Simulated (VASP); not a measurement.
# TiO2 (P4_2/mnm) in VASP: further runs

Runs on TiO2. Level: PBE. Tasks: single point.

Everything below comes from runs of VASP 6.6.1. Logs are shortened: lines on timing, memory, paths and dates and some standing lists are left out, and cuts for length are marked.

**1. The cell of the first run**

The structure is tetragonal, space group P4_2/mnm (No. 136). Conventional cell: a = 4.684 Å, b = 4.684 Å, c = 3.017 Å, α = 90.00°, β = 90.00°, γ = 90.00°. Within 2.6 Å of Ti (site symmetry mmm) lie 6 O at 1.98 to 2.03 Å. Within 2.6 Å of O (site symmetry m2m) lie 3 Ti at 1.98 to 2.03 Å and 1 O at 2.57 Å.

**2. Single point, PBE (11.03 Å³/atom)**

The input, INCAR:

```
SYSTEM = TiO2
ALGO = Normal
EDIFF = 1E-7
ENCUT = 520
GGA = PE
ISIF = 2
ISMEAR = -1
LASPH = .True.
LCHARG = .False.
LREAL = .False.
LWAVE = .False.
NBANDS = 33
NELM = 60
PREC = Accurate
SIGMA = 0.05
```

The input, KPOINTS:

```
k-points
0
Gamma
  7 7 10
  0 0 0
```

The input, POSCAR:

```
TiO2
1.0
    4.6841013062      0.0000000000      0.0000000000
    0.0000000000      4.6841013062      0.0000000000
    0.0000000000      0.0000000000      3.0170343416
Ti O
2 4
Direct
    0.0000000000      0.0000000000      0.0000000000
    0.5000000000      0.5000000000      0.5000000000
    0.3060000000      0.3060000000      0.0000000000
    0.1940000000      0.8060000000      0.5000000000
    0.6940000000      0.6940000000      0.0000000000
    0.8060000000      0.1940000000      0.5000000000
```

Potentials or basis: VASP PAW PBE potentials, release 64 (Ti_sv, O).

Run with:

```
$ cat potpaw_PBE.64/Ti_sv/POTCAR potpaw_PBE.64/O/POTCAR > POTCAR
$ mpirun -np 1 vasp_std > vasp.out
```

OUTCAR:

```text
SYSTEM = TiO2
   EDIFF = 1E-7
   ENCUT = 520
   GGA = PE
   ISIF = 2
   ISMEAR = -1
   LASPH = .True.
   LREAL = .False.
   NELM = 60
   PREC = Accurate

 ion  position               nearest neighbor table
   1  0.000  0.000  0.000-   4 1.98   6 1.98   4 1.98   6 1.98   5 2.03   3 2.03
   2  0.500  0.500  0.500-   3 1.98   5 1.98   3 1.98   5 1.98   4 2.03   6 2.03
   3  0.306  0.306  0.000-   2 1.98   2 1.98   1 2.03
   4  0.194  0.806  0.500-   1 1.98   1 1.98   2 2.03
   5  0.694  0.694  0.000-   2 1.98   2 1.98   1 2.03
   6  0.806  0.194  0.500-   1 1.98   1 1.98   2 2.03

  LATTYP: Found a simple tetragonal cell.
 ALAT       =     4.6841013062
 C/A-ratio  =     0.6441010013

  Lattice vectors:

 A1 = (   4.6841013062,   0.0000000000,   0.0000000000)
 A2 = (   0.0000000000,   4.6841013062,   0.0000000000)
 A3 = (   0.0000000000,   0.0000000000,   3.0170343416)

Analysis of symmetry for initial positions (statically):
=====================================================================
 Subroutine PRICEL returns:
 Original cell was already a primitive cell.

 Routine SETGRP: Setting up the symmetry group for a
 simple tetragonal supercell.

 Subroutine GETGRP returns: Found 16 space group operations
 (whereof  8 operations were pure point group operations)
 out of a pool of 16 trial point group operations.

The static configuration has the point symmetry D_2h.
 The point group associated with its full space group is D_4h.

Analysis of symmetry for dynamics (positions and initial velocities):
=====================================================================
 Subroutine PRICEL returns:
 Original cell was already a primitive cell.

 Routine SETGRP: Setting up the symmetry group for a
 simple tetragonal supercell.

 Subroutine GETGRP returns: Found 16 space group operations
 (whereof  8 operations were pure point group operations)
 out of a pool of 16 trial point group operations.

The dynamic configuration has the point symmetry D_2h.
 The point group associated with its full space group is D_4h.

 Subroutine INISYM returns: Found 16 space group operations
 (whereof  8 operations are pure point group operations),
 and found     1 'primitive' translations

----------------------------------------------------------------------------------------

                                     Primitive cell

  volume of cell :      66.1962

  direct lattice vectors                    reciprocal lattice vectors
     4.684101306  0.000000000  0.000000000     0.213488124  0.000000000  0.000000000
     0.000000000  4.684101306  0.000000000     0.000000000  0.213488124  0.000000000
     0.000000000  0.000000000  3.017034342     0.000000000  0.000000000  0.331451315

  length of vectors
     4.684101306  4.684101306  3.017034342     0.213488124  0.213488124  0.331451315

  position of ions in fractional coordinates (direct lattice)
     0.000000000  0.000000000  0.000000000
     0.500000000  0.500000000  0.500000000
     0.306000000  0.306000000  0.000000000
     0.194000000  0.806000000  0.500000000
     0.694000000  0.694000000  0.000000000
     0.806000000  0.194000000  0.500000000

  ion indices of the primitive-cell ions
   primitive index   ion index
                 1           1
                 2           2
                 3           3
                 4           4
                 5           5
                 6           6

----------------------------------------------------------------------------------------

 KPOINTS: k-points

Automatic generation of k-mesh.
 Grid dimensions read from file:
 generate k-points for:    7    7   10

 Generating k-lattice:

  Cartesian coordinates                     Fractional coordinates (reciprocal lattice)
     0.030498303  0.000000000  0.000000000     0.142857143  0.000000000  0.000000000
     0.000000000  0.030498303  0.000000000     0.000000000  0.142857143  0.000000000
     0.000000000  0.000000000  0.033145132     0.000000000  0.000000000  0.100000000

  Length of vectors
     0.030498303  0.030498303  0.033145132

  Shift w.r.t. Gamma in fractional coordinates (k-lattice)
     0.000000000  0.000000000  0.000000000

 Subroutine IBZKPT returns following result:
 ===========================================

 Found     60 irreducible k-points:

 Following reciprocal coordinates:
            Coordinates               Weight
  0.000000  0.000000  0.000000      1.000000
  0.142857  0.000000  0.000000      4.000000
  0.285714  0.000000  0.000000      4.000000
  0.428571  0.000000  0.000000      4.000000
  0.142857  0.142857  0.000000      4.000000
  0.285714  0.142857  0.000000      8.000000
[... 16 lines left out ...]
  0.285714  0.000000  0.200000      8.000000
  0.428571  0.000000  0.200000      8.000000
 [... further k-points ...]
   k-points           NKPTS =     60   k-points in BZ     NKDIM =     60   number of bands    NBANDS=     33
   number of dos      NEDOS =    301   number of ions     NIONS =      6
   total plane-waves  NPLWV =  31104
   dimension x,y,z NGX =    36 NGY =   36 NGZ =   24
   dimension x,y,z NGXF=    72 NGYF=   72 NGZF=   48
   ions per type =               2   4
   NGX,Y,Z   is equivalent  to a cutoff of  12.78, 12.78, 13.22 a.u.
   NGXF,Y,Z  is equivalent  to a cutoff of  25.55, 25.55, 26.45 a.u.
 SYSTEM =  TiO2
   PREC   = accura    normal or accurate (medium, high low for compatibility)
   ISTART =      0    job   : 0-new  1-cont  2-samecut
   ICHARG =      2    charge: 1-file 2-atom 10-const
   ISPIN  =      1    spin polarized calculation?
   LNONCOLLINEAR =      F non collinear calculations
   LSORBIT =      F    spin-orbit coupling
   LASPH  =      T    aspherical Exc in radial PAW
   ENCUT  =  520.0 eV  38.22 Ry    6.18 a.u.   8.71  8.71  5.61*2*pi/ulx,y,z
   NELM   =     60;   NELMIN=  2; NELMDL= -5     # of ELM steps
   EDIFF  = 0.1E-06   stopping-criterion for ELM
   LREAL  =      F    real-space projection
   EDIFFG = 0.1E-05   stopping-criterion for IOM
   NSW    =      0    number of steps for IOM
   IBRION =     -1    ionic relax: 0-MD 1-quasi-New 2-CG
   NFREE  =      0    steps in history (QN), initial steepest desc. (CG)
   ISIF   =      2    stress and relaxation
   ISYM   =      2    0-nonsym 1-usesym 2-fastsym
   POTIM  = 0.5000    time-step for ionic-motion
   TEBEG  =    0.0;   TEEND  =   0.0 temperature during run
   PSTRESS=    0.0 pullay stress
   NELECT =      48.0000    total number of electrons
   NUPDOWN=      -1.0000    fix difference up-down
   EMIN   =  10.00;   EMAX   =-10.00  energy-range for DOS
   EFERMI =   0.00;   METHOD = LEGACY
   ISMEAR =    -1;   SIGMA  =   0.05  broadening in eV -4-tet -1-fermi 0-gaus
   EFERMI_NEDOS =   21; number of points for ismear=-14 and -15
   IALGO  =     38    algorithm
   IMIX   =      4    mixing-type and parameters
     AMIX     =   0.40;   BMIX     =  1.00
     AMIX_MAG =   1.60;   BMIX_MAG =  1.00
  volume/ion in A,a.u.               =      11.03        74.45
  Fermi-wavevector in a.u.,A,eV,Ry     =   1.470768  2.779349 29.431576  2.163160
  Thomas-Fermi vector in A             =   2.585985
   LORBIT       =      0    0 simple, 1 ext, 2 COOP (PROOUT), +10 PAW based schemes
   GGA     = PE    functional components
   LHFCALC =     F    Hartree Fock is set to
   AEXX    =    0.0000 exact exchange contribution
   IVDW    =     0    specifies the selected vdW correction
   LEPSILON=     F    determine dielectric tensor
   LRPA    =     F    only Hartree local field effects (RPA)
 non-spin polarized calculation
  energy-cutoff  :      520.00
  volume of cell :       66.20
 maximum number of plane-waves:      1819
 NGX is ok and might be reduce to    36
   NGX = 17   NGY = 17   NGZ = 11

 number of electron      48.0000006 magnetization

 Free energy of the ion-electron system (eV)
  ---------------------------------------------------
  ext. energy  EPLUGINS =         0.00000000
  ---------------------------------------------------
  free energy    TOTEN  =       -53.62886444 eV

  energy without entropy =      -53.62886444  energy(sigma->0) =      -53.62886444

 E-fermi :   5.0975     XC(G=0): -11.1005

 val. band max:        4.2421422224   @ k =   0.0000   0.0000   0.0000
 cond. band min:       6.0059564051   @ k =   0.0000   0.0000   0.0000
 fundamental gap:      1.7638141827
 Fermi energy:         5.0974501571

 k-point     1 :       0.0000    0.0000    0.0000
  band No.  band energies     occupation
      1     -52.8532      2.00000
      2     -52.8408      2.00000
      3     -29.1107      2.00000
      4     -29.1107      2.00000
      5     -28.9798      2.00000
      6     -28.9798      2.00000
[... 25 lines left out ...]
     32      10.4153      0.00000
     33      10.4157      0.00000

 k-point     2 :       0.1429    0.0000    0.0000
  band No.  band energies     occupation
      1     -52.8525      2.00000
      2     -52.8414      2.00000
      3     -29.1059      2.00000
      4     -29.1055      2.00000
      5     -28.9855      2.00000
      6     -28.9851      2.00000
[... 25 lines left out ...]
     32      10.3549      0.00000
     33      10.3679      0.00000

 k-point     3 :       0.2857    0.0000    0.0000
  band No.  band energies     occupation
      1     -52.8508      2.00000
      2     -52.8431      2.00000
      3     -29.0930      2.00000
      4     -29.0918      2.00000
      5     -29.0003      2.00000
      6     -28.9990      2.00000
[... 25 lines left out ...]
     32      10.2190      0.00000
     33      10.2507      0.00000

 k-point     4 :       0.4286    0.0000    0.0000
  band No.  band energies     occupation
      1     -52.8483      2.00000
      2     -52.8455      2.00000
      3     -29.0782      2.00000
      4     -29.0772      2.00000
      5     -29.0158      2.00000
      6     -29.0148      2.00000
[... 673 lines left out ...]
     32       9.7705      0.00000
     33       9.9351      0.00000

 k-point    23 :       0.2857    0.0000    0.2000
  band No.  band energies     occupation
      1     -52.8394      2.00000
      2     -52.8332      2.00000
      3     -29.0847      2.00000
      4     -29.0660      2.00000
      5     -29.0588      2.00000
      6     -29.0484      2.00000
[... 25 lines left out ...]
     32       9.4409      0.00000
     33       9.8990      0.00000

 k-point    24 :       0.4286    0.0000    0.2000
  band No.  band energies     occupation
      1     -52.8374      2.00000
      2     -52.8352      2.00000
      3     -29.0809      2.00000
      4     -29.0728      2.00000
      5     -29.0483      2.00000
      6     -29.0415      2.00000
[... 25 lines left out ...]
     32       9.2110      0.00000
     33      10.0871      0.00000

 [... further k-points ...]

------------------------ aborting loop because EDIFF is reached ----------------------------------------

  FORCE on cell =-STRESS in cart. coord.  units (eV):
  Direction    XX          YY          ZZ          XY          YZ          ZX
  --------------------------------------------------------------------------------------
  -------------------------------------------------------------------------------------
  Total       -2.2914287     -2.2914287     -3.9588847      0.0000000      0.0000000      0.0000000
  in kB      -55.4605420    -55.4605420    -95.8187778      0.0000000      0.0000000      0.0000000
  external PRESSURE =     -68.9132872 kB  Pullay stress =       0.0000000 kB

 VOLUME and BASIS-vectors are now :
 -----------------------------------------------------------------------------
  energy-cutoff  :      520.00
  volume of cell :       66.20
      direct lattice vectors                 reciprocal lattice vectors
     4.684101306  0.000000000  0.000000000     0.213488124  0.000000000  0.000000000
     0.000000000  4.684101306  0.000000000     0.000000000  0.213488124  0.000000000
     0.000000000  0.000000000  3.017034342     0.000000000  0.000000000  0.331451315

 POSITION                                       TOTAL-FORCE (eV/Angst)
 -----------------------------------------------------------------------------------
      0.00000      0.00000      0.00000         0.000000      0.000000      0.000000
      2.34205      2.34205      1.50852         0.000000      0.000000      0.000000
      1.43333      1.43333      0.00000         0.027566      0.027566     -0.000000
      0.90872      3.77539      1.50852        -0.027566      0.027566     -0.000000
      3.25077      3.25077      0.00000        -0.027566     -0.027566      0.000000
      3.77539      0.90872      1.50852         0.027566     -0.027566      0.000000
 -----------------------------------------------------------------------------------
    total drift:                               -0.000000      0.000000      0.000000

  FREE ENERGIE OF THE ION-ELECTRON SYSTEM (eV)
  ---------------------------------------------------
  free  energy   TOTEN  =       -53.6288644411 eV

  energy  without entropy=      -53.6288644397  energy(sigma->0) =      -53.62886444
```

It took 2.8 min on 1 thread of Intel Xeon 8259CL, shared host; peak memory 0.24 GiB.

Results:

```yaml
Free_energy: -53.6289 eV
Pressure: -6.9 GPa
Largest_force: 0.039 eV/Å
Band_gap_on_the_k_mesh: 1.76 eV
```

Forces in eV/Å, atoms in the order of the input:
```
Ti   0.000  0.000  0.000
Ti   0.000  0.000  0.000
O    0.028  0.028  0.000
O   -0.028  0.028  0.000
O   -0.028 -0.028  0.000
O    0.028 -0.028  0.000
```

Levels at points of the mesh, in eV from the valence-band top:
| k point | band 20 | band 21 | band 22 | band 23 | band 24 | band 25 | band 26 | band 27 | band 28 | band 29 |
| --- | --- | --- | --- | --- | --- | --- | --- | --- | --- | --- |
| (0.00, 0.00, 0.00) | -1.91 | -0.70 | -0.42 | -0.42 | 0.00 | 1.76 | 2.06 | 2.26 | 2.32 | 2.32 |
| (0.00, 0.00, 0.50) | -2.63 | -2.13 | -2.13 | -1.37 | -1.37 | 2.73 | 2.73 | 2.90 | 2.90 | 3.42 |

Caveat: the cell stands under tension; an odd mesh through Γ misses points on the zone boundary, where band edges can lie.

(Part 1 of 2 ends here.)
